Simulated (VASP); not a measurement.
A run of VASP 6.6.1 is set up as follows.

The input POSCAR:

```
WS2
1.0
    3.1699334333      0.0000000000      0.0000000000
   -1.5849667167      2.7452428816      0.0000000000
    0.0000000000      0.0000000000     12.4913127957
W S
2 4
Direct
    0.3333333333      0.6666666667      0.7501134825
    0.6666666667      0.3333333333      0.2498865175
    0.3333333333      0.6666666667      0.1247807871
    0.6666666667      0.3333333333      0.6250080566
    0.3333333333      0.6666666667      0.3749919434
    0.6666666667      0.3333333333      0.8752192129
```

File INCAR.step1:

```
SYSTEM = WS2
  ALGO = Normal
  EDIFF = 1E-4
  ENCUT = 520
  GGA = PE
  ISMEAR = 0
  LASPH = .True.
  LCHARG = .False.
  LREAL = .False.
  LWAVE = .True.
  NBANDS = 35
  NELM = 60
  PREC = Accurate
  SIGMA = 0.01
```

INCAR.step2

```
SYSTEM = WS2
  ALGO = Normal
  EDIFF = 1E-7
  ENCUT = 520
  ISIF = 2
  ISMEAR = 0
  ISTART = 1
  LASPH = .True.
  LCHARG = .False.
  LMIXTAU = .True.
  LREAL = .False.
  LWAVE = .False.
  METAGGA = R2SCAN
  NBANDS = 35
  NELM = 60
  PREC = Accurate
  SIGMA = 0.01
```

The input KPOINTS:

```
k-points
0
Gamma
  6 6 2
  0 0 0
```

Potentials or basis: VASP PAW PBE potentials, release 64 (W_sv, S).

Command:

```bash
$ cat potpaw_PBE.64/W_sv/POTCAR potpaw_PBE.64/S/POTCAR > POTCAR
$ cp INCAR.step1 INCAR
$ mpirun -np 1 vasp_std > vasp.out
$ cp INCAR.step2 INCAR
$ mpirun -np 1 vasp_std > vasp.out
```

Question: Estimate the band gap on the k mesh.

Answer: 1.17 eV, indirect (least direct gap 1.90 eV).

Question: What does it give for the largest force?

Answer: 0.026 eV/Å.

Question: Predict the pressure.

Answer: 1.5 GPa.

Stress tensor (GPa, compression positive):
```
1.54 0.00 0.00
0.00 1.54 0.00
0.00 0.00 1.28
```

Caveat: the PAW data sets were made with another functional, which shifts forces and pressure a little; spin-orbit coupling is left out, which moves the levels of the heavy elements. r2SCAN opens gaps a little over a GGA but as a rule still falls short of measured ones.
